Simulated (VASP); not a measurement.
# Ti (Pm-3m) in VASP: a series of runs

The runs below take Ti through single point, relaxation of cell and atoms, with PBE.

Everything below comes from runs of VASP 6.6.1. Logs are shortened: lines on timing, memory, paths and dates and some standing lists are left out, and cuts for length are marked.

## Step 1: The cell of the first run

The structure is cubic, space group Pm-3m (No. 221). Conventional cell: a = 2.639 Å, b = 2.639 Å, c = 2.639 Å, α = 90.00°, β = 90.00°, γ = 90.00°. Within 3.5 Å of Ti (site symmetry m-3m) lie 6 Ti at 2.64 Å.

This isn't the form of Ti at room conditions, which is hcp.

## Step 2: Single point, PBE

Input file INCAR:

```
SYSTEM = Ti
PREC     = Accurate       ! precision mode
ENCUT    = 520            ! plane-wave cutoff, eV
EDIFF    = 1E-7           ! SCF threshold, eV
ISMEAR   = -1             ! smearing method
SIGMA    = 0.05           ! smearing width, eV
LREAL    = .FALSE.        ! projectors in reciprocal space
LASPH    = .TRUE.         ! aspherical terms in the spheres
NELM     = 60             ! most SCF steps
ALGO     = Normal         ! electronic algorithm
ISIF     = 2              ! what is computed and relaxed
LWAVE    = .FALSE.        ! write WAVECAR
LCHARG   = .FALSE.        ! write CHGCAR
GGA      = PE             ! functional
NBANDS   = 12             ! bands
```

Input file KPOINTS:

```
Automatic mesh
0
G
  14 14 14
  0 0 0
```

Input file POSCAR:

```
Ti
1.0
    2.6391381769      0.0000000000      0.0000000000
    0.0000000000      2.6391381769      0.0000000000
    0.0000000000      0.0000000000      2.6391381769
Ti
1
Direct
    0.0000000000      0.0000000000      0.0000000000
```

Potentials or basis: VASP PAW PBE potentials, release 64 (Ti_sv).

On the command line:

```sh
> cat potpaw_PBE.64/Ti_sv/POTCAR > POTCAR
> mpirun -np 1 vasp_std > vasp.out
```

OUTCAR:

```text
SYSTEM = Ti
   PREC = Accurate
   ENCUT = 520
   EDIFF = 1E-7
   ISMEAR = -1
   LREAL = .FALSE.
   LASPH = .TRUE.
   NELM = 60
   ISIF = 2
   GGA = PE

 ion  position               nearest neighbor table
   1  0.000  0.000  0.000-

  LATTYP: Found a simple cubic cell.
 ALAT       =     2.6391381769

  Lattice vectors:

 A1 = (   2.6391381769,   0.0000000000,   0.0000000000)
 A2 = (   0.0000000000,   2.6391381769,   0.0000000000)
 A3 = (   0.0000000000,   0.0000000000,   2.6391381769)

Analysis of symmetry for initial positions (statically):
=====================================================================
 Subroutine PRICEL returns:
 Original cell was already a primitive cell.

 Routine SETGRP: Setting up the symmetry group for a
 simple cubic supercell.

 Subroutine GETGRP returns: Found 48 space group operations
 (whereof 48 operations were pure point group operations)
 out of a pool of 48 trial point group operations.

The static configuration has the point symmetry O_h .

Analysis of symmetry for dynamics (positions and initial velocities):
=====================================================================
 Subroutine PRICEL returns:
 Original cell was already a primitive cell.

 Routine SETGRP: Setting up the symmetry group for a
 simple cubic supercell.

 Subroutine GETGRP returns: Found 48 space group operations
 (whereof 48 operations were pure point group operations)
 out of a pool of 48 trial point group operations.

The dynamic configuration has the point symmetry O_h .

 Subroutine INISYM returns: Found 48 space group operations
 (whereof 48 operations are pure point group operations),
 and found     1 'primitive' translations

----------------------------------------------------------------------------------------

                                     Primitive cell

  volume of cell :      18.3817

  direct lattice vectors                    reciprocal lattice vectors
     2.639138177  0.000000000  0.000000000     0.378911574  0.000000000  0.000000000
     0.000000000  2.639138177  0.000000000     0.000000000  0.378911574  0.000000000
     0.000000000  0.000000000  2.639138177     0.000000000  0.000000000  0.378911574

  length of vectors
     2.639138177  2.639138177  2.639138177     0.378911574  0.378911574  0.378911574

  position of ions in fractional coordinates (direct lattice)
     0.000000000  0.000000000  0.000000000
[... 81 lines left out ...]
   NFREE  =      0    steps in history (QN), initial steepest desc. (CG)
   ISIF   =      2    stress and relaxation
   ISYM   =      2    0-nonsym 1-usesym 2-fastsym
   POTIM  = 0.5000    time-step for ionic-motion
   TEBEG  =    0.0;   TEEND  =   0.0 temperature during run
   PSTRESS=    0.0 pullay stress
   NELECT =      12.0000    total number of electrons
   NUPDOWN=      -1.0000    fix difference up-down
   EMIN   =  10.00;   EMAX   =-10.00  energy-range for DOS
   EFERMI =   0.00;   METHOD = LEGACY
   ISMEAR =    -1;   SIGMA  =   0.05  broadening in eV -4-tet -1-fermi 0-gaus
   EFERMI_NEDOS =   21; number of points for ismear=-14 and -15
   IALGO  =     38    algorithm
   IMIX   =      4    mixing-type and parameters
     AMIX     =   0.40;   BMIX     =  1.00
     AMIX_MAG =   1.60;   BMIX_MAG =  1.00
  volume/ion in A,a.u.               =      18.38       124.05
  Fermi-wavevector in a.u.,A,eV,Ry     =   1.420168  2.683729 27.441287  2.016878
  Thomas-Fermi vector in A             =   2.541112
   LORBIT       =      0    0 simple, 1 ext, 2 COOP (PROOUT), +10 PAW based schemes
   GGA     = PE    functional components
   LHFCALC =     F    Hartree Fock is set to
   AEXX    =    0.0000 exact exchange contribution
   IVDW    =     0    specifies the selected vdW correction
   LEPSILON=     F    determine dielectric tensor
   LRPA    =     F    only Hartree local field effects (RPA)
 non-spin polarized calculation
  energy-cutoff  :      520.00
  volume of cell :       18.38
 maximum number of plane-waves:       510
 NGX is ok and might be reduce to    20
   NGX =  9   NGY =  9   NGZ =  9

 number of electron      11.9999993 magnetization

 Free energy of the ion-electron system (eV)
  ---------------------------------------------------
  ext. energy  EPLUGINS =         0.00000000
  ---------------------------------------------------
  free energy    TOTEN  =        -7.00796336 eV

  energy without entropy =       -6.98722714  energy(sigma->0) =       -6.99759525

 E-fermi :   7.5359     XC(G=0): -11.1264

 val. band max:        7.5356741789   @ k =   0.3571   0.3571   0.2857
 cond. band min:       7.5444193160   @ k =   0.3571   0.0714   0.0000
 fundamental gap:      0.0087451371
 Fermi energy:         7.5358684657

 k-point     1 :       0.0000    0.0000    0.0000
  band No.  band energies     occupation
      1     -49.0179      2.00000
      2     -24.8048      2.00000
      3     -24.8048      2.00000
      4     -24.8048      2.00000
      5       1.8369      2.00000
      6       6.2657      2.00000
      7       6.2657      2.00000
      8      11.4586      0.00000
      9      11.4586      0.00000
     10      11.4586      0.00000
     11      23.2406      0.00000
     12      23.2406      0.00000
[... 331 lines left out ...]
 k-point    24 :       0.3571    0.2143    0.0000
  band No.  band energies     occupation
      1     -48.8707      2.00000
      2     -25.4650      2.00000
      3     -25.0694      2.00000
      4     -24.7140      2.00000
      5       5.1825      2.00000
      6       6.9940      1.99996
      7       8.1282      0.00001
      8       9.9970      0.00000
      9      10.0464      0.00000
     10      10.8985      0.00000
     11      16.1546      0.00000
     12      21.3781      0.00000

 [... further k-points ...]

------------------------ aborting loop because EDIFF is reached ----------------------------------------

  FORCE on cell =-STRESS in cart. coord.  units (eV):
  Direction    XX          YY          ZZ          XY          YZ          ZX
  --------------------------------------------------------------------------------------
  -------------------------------------------------------------------------------------
  Total       -0.0116776     -0.0116776     -0.0116776     -0.0000000      0.0000000     -0.0000000
  in kB       -1.0178339     -1.0178339     -1.0178339     -0.0000000      0.0000000     -0.0000000
  external PRESSURE =      -1.0178339 kB  Pullay stress =       0.0000000 kB

 VOLUME and BASIS-vectors are now :
 -----------------------------------------------------------------------------
  energy-cutoff  :      520.00
  volume of cell :       18.38
      direct lattice vectors                 reciprocal lattice vectors
     2.639138177  0.000000000  0.000000000     0.378911574  0.000000000  0.000000000
     0.000000000  2.639138177  0.000000000     0.000000000  0.378911574  0.000000000
     0.000000000  0.000000000  2.639138177     0.000000000  0.000000000  0.378911574

 POSITION                                       TOTAL-FORCE (eV/Angst)
 -----------------------------------------------------------------------------------
      0.00000      0.00000      0.00000         0.000000      0.000000      0.000000
 -----------------------------------------------------------------------------------
    total drift:                                0.000000      0.000000      0.000000

  FREE ENERGIE OF THE ION-ELECTRON SYSTEM (eV)
  ---------------------------------------------------
  free  energy   TOTEN  =        -7.0079633623 eV

  energy  without entropy=       -6.9872271406  energy(sigma->0) =       -6.99759525
```

OSZICAR:

```text
N       E                     dE             d eps       ncg     rms          rms(c)
DAV:   1     0.892487429003E+02    0.89249E+02   -0.65569E+03  2892   0.119E+03
DAV:   2    -0.303886958159E+01   -0.92288E+02   -0.89537E+02  2952   0.298E+02
DAV:   3    -0.757060180758E+01   -0.45317E+01   -0.44036E+01  3980   0.671E+01
DAV:   4    -0.767190132739E+01   -0.10130E+00   -0.10104E+00  3276   0.879E+00
DAV:   5    -0.767442081934E+01   -0.25195E-02   -0.25186E-02  3544   0.124E+00    0.751E+00
DAV:   6    -0.698745782173E+01    0.68696E+00   -0.17779E+00  3080   0.177E+01    0.212E+00
DAV:   7    -0.699425674966E+01   -0.67989E-02   -0.53810E-02  3504   0.227E+00    0.125E+00
DAV:   8    -0.700783836890E+01   -0.13582E-01   -0.34946E-02  3124   0.198E+00    0.776E-02
DAV:   9    -0.700799185538E+01   -0.15349E-03   -0.23866E-03  3652   0.447E-01    0.840E-02
DAV:  10    -0.700799133619E+01    0.51919E-06   -0.18205E-04  3080   0.136E-01    0.245E-02
DAV:  11    -0.700796249382E+01    0.28842E-04   -0.16210E-05  3476   0.567E-02    0.945E-03
DAV:  12    -0.700796328706E+01   -0.79324E-06   -0.24540E-06  3264   0.159E-02    0.192E-03
DAV:  13    -0.700796336226E+01   -0.75195E-07   -0.42646E-08  2200   0.254E-03
   1 F= -.70079634E+01 E0= -.69975953E+01  d E =-.207362E-01
```

stdout:

```text
POSCAR found type information on POSCAR Ti
 POSCAR found :  1 types and       1 ions
 scaLAPACK will be used
 LDA part: xc-table for (Slater+PW92), standard interpolation
 POSCAR, INCAR and KPOINTS ok, starting setup
 FFT: planning ... GRIDC
 FFT: planning ... GRID_SOFT
 FFT: planning ... GRID
 WAVECAR not read
 entering main loop
```

Run time: 18 s. Hardware: 1 thread of Intel Xeon Platinum 8488C (Sapphire Rapids), shared host; peak memory 0.14 GiB.

Results:

```
Free energy            : -7.0080 eV
Pressure               : -0.1 GPa
Band gap on the k mesh : zero (bands 6 and 7 overlap by 1.92 eV)
```

Levels at points of the mesh, in eV from the Fermi level:
```tsv
k point	band 2	band 3	band 4	band 5	band 6	band 7	band 8	band 9	band 10	band 11
(0.00, 0.00, 0.00)	-32.34	-32.34	-32.34	-5.70	-1.27	-1.27	3.92	3.92	3.92	15.70
(0.50, 0.00, 0.00)	-33.20	-32.26	-32.26	-1.85	-0.56	-0.21	2.07	2.07	4.09	7.23
(0.50, 0.50, 0.00)	-33.07	-33.07	-32.19	-2.65	-0.11	2.49	2.49	5.02	5.19	5.19
(0.50, 0.50, 0.50)	-32.96	-32.96	-32.96	-1.14	-1.14	-1.14	5.13	5.13	9.01	11.41
```

## Step 3: Single point, PBE (18.38 Å³/atom)

Input file INCAR:

```
  PREC = Accurate
  ENCUT = 520
  EDIFF = 1E-7
  ISMEAR = -1
  SIGMA = 0.05
  LREAL = False
  LASPH = True
  NELM = 80
  ALGO = Normal
  ISIF = 2
  LWAVE = False
  LCHARG = False
  GGA = PE
  NBANDS = 12
```

Input file KPOINTS:

```
regular mesh
0
Gamma
  14 14 14
```

POSCAR is that of step 2.

Potentials or basis: VASP PAW PBE potentials, release 64 (Ti_sv).

On the command line:

```sh
> cat potpaw_PBE.64/Ti_sv/POTCAR > POTCAR
> mpirun -np 1 vasp_std > vasp.out
```

Run time: 22 s. Hardware: 1 thread of Intel Xeon Platinum 8488C (Sapphire Rapids), shared host; peak memory 0.14 GiB.

The run converged. Its results:

```yaml
Free_energy: -7.0080 eV
Pressure: -0.1 GPa
Band_gap_on_the_k_mesh: zero (bands 6 and 7 overlap by 1.92 eV)
```

Levels at points of the mesh, in eV from the Fermi level:
| k point | band 3 | band 4 | band 5 | band 6 | band 7 | band 8 | band 9 | band 10 |
| --- | --- | --- | --- | --- | --- | --- | --- | --- |
| (0.00, 0.00, 0.00) | -32.34 | -32.34 | -5.70 | -1.27 | -1.27 | 3.92 | 3.92 | 3.92 |
| (0.50, 0.00, 0.00) | -32.26 | -32.26 | -1.85 | -0.56 | -0.21 | 2.07 | 2.07 | 4.09 |
| (0.50, 0.50, 0.00) | -33.07 | -32.19 | -2.65 | -0.11 | 2.49 | 2.49 | 5.02 | 5.19 |
| (0.50, 0.50, 0.50) | -32.96 | -32.96 | -1.14 | -1.14 | -1.14 | 5.13 | 5.13 | 9.01 |

## Step 4: Relaxation of cell and atoms, PBE

This run uses another cell than the first one, of 18.79 Å³/atom.

Input file INCAR:

```
SYSTEM = Ti
  ALGO = Normal
  EDIFF = 1E-6
  EDIFFG = -0.005
  ENCUT = 600
  GGA = PE
  IBRION = 2
  ISIF = 3
  ISMEAR = -1
  LASPH = .True.
  LCHARG = .False.
  LREAL = .False.
  LWAVE = .False.
  NELM = 100
  NSW = 60
  PREC = Accurate
  SIGMA = 0.05
```

Input file KPOINTS:

```
k-points
0
Gamma
  14 14 14
  0 0 0
```

Input file POSCAR:

```
Ti
1.0
    2.6584757695      0.0000000000      0.0000000000
    0.0000000000      2.6584757695      0.0000000000
    0.0000000000      0.0000000000      2.6584757695
Ti
1
Direct
    0.0000000000      0.0000000000      0.0000000000
```

On the command line:

```sh
> cat potpaw_PBE.64/Ti_sv/POTCAR > POTCAR
> mpirun -np 1 vasp_std > vasp.out
```

Wall time 31 s (1 thread of Intel Xeon Platinum 8488C (Sapphire Rapids), shared host); peak memory 0.16 GiB.

It converged, with:

* Free energy: -7.0081 eV
* Relaxed volume: 18.35 Å³/atom
* Relaxed cell: a = 2.637 Å, b = 2.637 Å, c = 2.637 Å, α = 90.00°, β = 90.00°, γ = 90.00°
* Space group after relaxing (to 0.1 Å): Pm-3m (No. 221)
* Energy gained by relaxing: 2.5 meV/atom
* Ionic steps: 3
* Pressure after relaxing: 0.0 GPa
* Band gap on the k mesh: zero (bands 6 and 7 overlap by 1.92 eV)

The path:
```csv
step,energy change (eV),largest force (eV/Å),pressure (GPa),volume (Å³)
1,0.0000,0.0000,-1.75,18.79
2,-0.0023,0.0000,0.47,18.24
3,-0.0025,0.0000,0.01,18.35
```

Final structure:
```yaml
crystal:
  lattice:
    - [2.63748, 0.00000, 0.00000]
    - [0.00000, 2.63748, 0.00000]
    - [0.00000, 0.00000, 2.63748]
  atoms:
    - { symbol: Ti, position: [0.00000, 0.00000, 0.00000] }
```

Levels at points of the mesh, in eV from the Fermi level:
```
           k point  band 4  band 5  band 6  band 7  band 8  band 9
(0.00, 0.00, 0.00)  -32.34   -5.70   -1.27   -1.27    3.93    3.93
(0.50, 0.00, 0.00)  -32.26   -1.85   -0.56   -0.21    2.07    2.07
(0.50, 0.50, 0.00)  -32.19   -2.66   -0.10    2.49    2.49    5.03
(0.50, 0.50, 0.50)  -32.96   -1.15   -1.15   -1.15    5.14    5.14
```
